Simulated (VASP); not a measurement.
# Ti2SnTe3 (P-6m2) in VASP: single point with PBE

Aim: the single point of Ti2SnTe3 with PBE.

All numbers are computed with VASP 6.6.1; they aren't measurements. Logs are shortened: lines on timing, memory, paths and dates and some standing lists are left out, and cuts for length are marked.

## (1) The cell of the first run

Symmetry: P-6m2, No. 187, hexagonal system. The conventional cell has a = 5.261 Å, b = 5.261 Å, c = 6.337 Å, α = 90.00°, β = 90.00°, γ = 120.00°. Within 3.4 Å of Ti (site symmetry 3m) lie 1 Ti at 2.60 Å and 3 Sn at 3.30 Å and 3 Te at 3.30 Å. Sn (site symmetry -6m2) has 5 Te at 3.04 to 3.17 Å and 6 Ti at 3.30 Å within 4.0 Å. Within 4.0 Å of Te (site symmetry -6m2) lie 3 Te at 3.04 Å and 2 Sn at 3.17 Å and 6 Ti at 3.57 Å. Te (site symmetry -6m2) has 3 Sn at 3.04 Å and 2 Te at 3.17 Å and 6 Ti at 3.30 Å within 4.0 Å. Te (site symmetry -6m2) has 5 Te at 3.04 to 3.17 Å and 6 Ti at 3.57 Å within 4.0 Å.

The cell was built from a structure type or drawn by symmetry, and may not be a known phase.

## (2) Single point, PBE, collinear spin

INCAR reads:

```
ALGO     = Normal         # electronic algorithm
EDIFF    = 1E-6           # SCF threshold, eV
ENCUT    = 520            # plane-wave cutoff, eV
GGA      = PE             # functional
ISIF     = 2              # what is computed and relaxed
ISMEAR   = 0              # smearing method
ISPIN    = 2              # spin polarisation
LASPH    = True           # aspherical terms in the spheres
LCHARG   = False          # write CHGCAR
LMAXMIX  = 4              # l up to which the mixer works
LORBIT   = 11             # projections on sites
LREAL    = False          # projectors in reciprocal space
LWAVE    = False          # write WAVECAR
MAGMOM   = 1 1 0 0 0 0    # initial moments
NBANDS   = 41             # bands
NELM     = 150            # most SCF steps
PREC     = Accurate       # precision mode
SIGMA    = 0.1            # smearing width, eV
```

KPOINTS reads:

```
k-points
0
Gamma
  6 6 4
```

POSCAR reads:

```
Ti2SnTe3
1.0
    5.2605346572      0.0000000000      0.0000000000
   -2.6302673286      4.5557566507      0.0000000000
    0.0000000000      0.0000000000      6.3368788108
Ti Sn Te
2 1 3
Direct
    0.0000000000      0.0000000000      0.2051845389
    0.0000000000      0.0000000000      0.7948154611
    0.3333333333      0.6666666667      0.0000000000
    0.3333333333      0.6666666667      0.5000000000
    0.6666666667      0.3333333333      0.0000000000
    0.6666666667      0.3333333333      0.5000000000
```

Potentials or basis: VASP PAW PBE potentials, release 64 (Ti_sv, Sn_d, Te).

Started as:

```console
cat potpaw_PBE.64/Ti_sv/POTCAR potpaw_PBE.64/Sn_d/POTCAR potpaw_PBE.64/Te/POTCAR > POTCAR
mpirun -np 1 vasp_std > vasp.out
```

OUTCAR:

```text
EDIFF = 1E-6
   ENCUT = 520
   GGA = PE
   ISIF = 2
   ISMEAR = 0
   ISPIN = 2
   LASPH = True
   LORBIT = 11
   LREAL = False
   NELM = 150
   PREC = Accurate

 ion  position               nearest neighbor table
   1  0.000  0.000  0.205-   2 2.60   3 3.30   3 3.30   3 3.30
   2  0.000  0.000  0.795-   1 2.60   3 3.30   3 3.30   3 3.30
   3  0.333  0.667  0.000-   5 3.04   5 3.04   5 3.04   4 3.17   4 3.17   1 3.30   2 3.30   2 3.30
                             1 3.30   2 3.30   1 3.30
   4  0.333  0.667  0.500-   6 3.04   6 3.04   6 3.04   3 3.17   3 3.17
   5  0.667  0.333  0.000-   3 3.04   3 3.04   3 3.04   6 3.17   6 3.17
   6  0.667  0.333  0.500-   4 3.04   4 3.04   4 3.04   5 3.17   5 3.17

  LATTYP: Found a hexagonal cell.
 ALAT       =     5.2605346572
 C/A-ratio  =     1.2046073686

  Lattice vectors:

 A1 = (   5.2605346572,   0.0000000000,   0.0000000000)
 A2 = (  -2.6302673286,   4.5557566507,   0.0000000000)
 A3 = (   0.0000000000,   0.0000000000,   6.3368788108)

Analysis of symmetry for initial positions (statically):
=====================================================================
 Subroutine PRICEL returns:
 Original cell was already a primitive cell.

 Routine SETGRP: Setting up the symmetry group for a
 hexagonal supercell.

 Subroutine GETGRP returns: Found 12 space group operations
 (whereof 12 operations were pure point group operations)
 out of a pool of 24 trial point group operations.

The static configuration has the point symmetry D_3h.

Analysis of symmetry for dynamics (positions and initial velocities):
=====================================================================
 Subroutine PRICEL returns:
 Original cell was already a primitive cell.

 Routine SETGRP: Setting up the symmetry group for a
 hexagonal supercell.

 Subroutine GETGRP returns: Found 12 space group operations
 (whereof 12 operations were pure point group operations)
 out of a pool of 24 trial point group operations.

The dynamic configuration has the point symmetry D_3h.

Analysis of structural, dynamic, and magnetic symmetry:
=====================================================================
 Subroutine PRICEL returns:
 Original cell was already a primitive cell.

 Routine SETGRP: Setting up the symmetry group for a
 hexagonal supercell.

 Subroutine GETGRP returns: Found 12 space group operations
 (whereof 12 operations were pure point group operations)
 out of a pool of 24 trial point group operations.

The overall configuration has the point symmetry D_3h.

 Subroutine INISYM returns: Found 12 space group operations
[... 138 lines left out ...]
   NGX = 19   NGY = 19   NGZ = 23

 number of electron      56.0000006 magnetization       0.0033450

 Free energy of the ion-electron system (eV)
  ---------------------------------------------------
  ext. energy  EPLUGINS =         0.00000000
  ---------------------------------------------------
  free energy    TOTEN  =       -26.90549066 eV

  energy without entropy =      -26.87431935  energy(sigma->0) =      -26.88990501

 E-fermi :   8.3258     XC(G=0): -10.2851

 val. band max:        8.2911144238   @ k =   0.3333   0.0000   0.2500
 cond. band min:       8.3353729175   @ k =   0.5000   0.0000   0.0000
 fundamental gap:      0.0442584937
 Fermi energy:         8.3257886294

 spin component 1

 k-point     1 :       0.0000    0.0000    0.0000
  band No.  band energies     occupation
      1     -49.1881      1.00000
      2     -49.1206      1.00000
      3     -25.5683      1.00000
      4     -25.5683      1.00000
      5     -25.5131      1.00000
      6     -25.5131      1.00000
[... 892 lines left out ...]
     39      10.1023      0.00000
     40      10.7528      0.00000
 Fermi energy:         8.3257886294

 spin component 2

 k-point     1 :       0.0000    0.0000    0.0000
  band No.  band energies     occupation
      1     -49.1868      1.00000
      2     -49.1193      1.00000
      3     -25.5669      1.00000
      4     -25.5669      1.00000
      5     -25.5118      1.00000
      6     -25.5118      1.00000
[... 892 lines left out ...]
     39      10.1029      0.00000
     40      10.7528      0.00000
 [bands above 40 left out]

------------------------ aborting loop because EDIFF is reached ----------------------------------------

  FORCE on cell =-STRESS in cart. coord.  units (eV):
  Direction    XX          YY          ZZ          XY          YZ          ZX
  --------------------------------------------------------------------------------------
  -------------------------------------------------------------------------------------
  Total       -0.0583079     -0.0583079     -0.0475088      0.0000000     -0.0000000      0.0000000
  in kB       -0.6151373     -0.6151373     -0.5012094      0.0000000     -0.0000000      0.0000000
  external PRESSURE =      -0.5771613 kB  Pullay stress =       0.0000000 kB

 VOLUME and BASIS-vectors are now :
 -----------------------------------------------------------------------------
  energy-cutoff  :      520.00
  volume of cell :      151.87
      direct lattice vectors                 reciprocal lattice vectors
     5.260534657  0.000000000  0.000000000     0.190094746  0.109751253  0.000000000
    -2.630267329  4.555756651  0.000000000     0.000000000  0.219502506  0.000000000
     0.000000000  0.000000000  6.336878811     0.000000000  0.000000000  0.157806395

 POSITION                                       TOTAL-FORCE (eV/Angst)
 -----------------------------------------------------------------------------------
      0.00000      0.00000      1.30023        -0.000000     -0.000000     -0.009838
      0.00000      0.00000      5.03665        -0.000000     -0.000000      0.009838
     -0.00000      3.03717      0.00000        -0.000000      0.000000      0.000000
     -0.00000      3.03717      3.16844         0.000000     -0.000000      0.000000
      2.63027      1.51859      0.00000        -0.000000      0.000000      0.000000
      2.63027      1.51859      3.16844         0.000000     -0.000000      0.000000
 -----------------------------------------------------------------------------------
    total drift:                               -0.000001      0.000000     -0.000000

  FREE ENERGIE OF THE ION-ELECTRON SYSTEM (eV)
  ---------------------------------------------------
  free  energy   TOTEN  =       -26.9054906625 eV

  energy  without entropy=      -26.8743193493  energy(sigma->0) =      -26.88990501

 total charge

# of ion       s       p       d       tot
------------------------------------------
    1        2.152   6.014   1.931  10.096
    2        2.152   6.014   1.931  10.096
    3        1.237   1.023  10.000  12.260
    4        1.445   1.820   0.065   3.330
    5        1.433   1.816   0.080   3.329
    6        1.448   1.823   0.065   3.337
--------------------------------------------------
tot          9.867  18.509  14.072  42.448

 magnetization (x)

# of ion       s       p       d       tot
------------------------------------------
    1        0.000   0.000   0.001   0.001
    2        0.000   0.000   0.001   0.001
    3       -0.000  -0.000   0.000  -0.000
    4       -0.000  -0.000   0.000  -0.000
    5        0.000  -0.000   0.000  -0.000
    6       -0.000  -0.000   0.000  -0.000
--------------------------------------------------
tot          0.000  -0.000   0.002   0.002
```

OSZICAR:

```text
N       E                     dE             d eps       ncg     rms          rms(c)
DAV:   1     0.605904859285E+03    0.60590E+03   -0.25611E+04  3509   0.152E+03
DAV:   2     0.593928035115E+02   -0.54651E+03   -0.52828E+03  3460   0.462E+02
DAV:   3    -0.215294185709E+02   -0.80922E+02   -0.76964E+02  4944   0.150E+02
[... 12 lines left out ...]
DAV:  16    -0.269053602112E+02   -0.24104E-04   -0.15242E-05  4298   0.147E-02    0.599E-02
DAV:  17    -0.269054415965E+02   -0.81385E-04   -0.19926E-04  4522   0.432E-02    0.429E-02
DAV:  18    -0.269054683823E+02   -0.26786E-04   -0.69501E-05  4558   0.248E-02    0.213E-02
DAV:  19    -0.269054770257E+02   -0.86435E-05   -0.11401E-05  3956   0.110E-02    0.160E-02
DAV:  20    -0.269054899690E+02   -0.12943E-04   -0.91675E-05  4333   0.283E-02    0.133E-02
DAV:  21    -0.269054906625E+02   -0.69354E-06   -0.49591E-06  3640   0.930E-03
   1 F= -.26905491E+02 E0= -.26889905E+02  d E =-.311713E-01  mag=     0.0027
```

Run time: 2.6 min. Hardware: 1 thread of Intel Xeon 6975P-C (Granite Rapids), shared host; peak memory 0.45 GiB.

Results:

| Item | Value |
| --- | --- |
| Free energy | -26.9055 eV |
| Pressure | -0.1 GPa |
| Largest force | 0.010 eV/Å |
| Band gap on the k mesh | zero (filled and empty bands overlap) |
| Net moment | 0.00 μB per cell |
| Valence electrons inside the program's atomic spheres | Ti 10.10; Sn 12.26; Te 3.33, 3.34 (each value once) |

Forces on the atoms (eV/Å):
```
Ti   0.000  0.000 -0.010
Ti   0.000  0.000  0.010
Sn   0.000  0.000  0.000
Te   0.000  0.000  0.000
Te   0.000  0.000  0.000
Te   0.000  0.000  0.000
```

Caveat: spin-orbit coupling is left out, which moves the levels of the heavy elements.
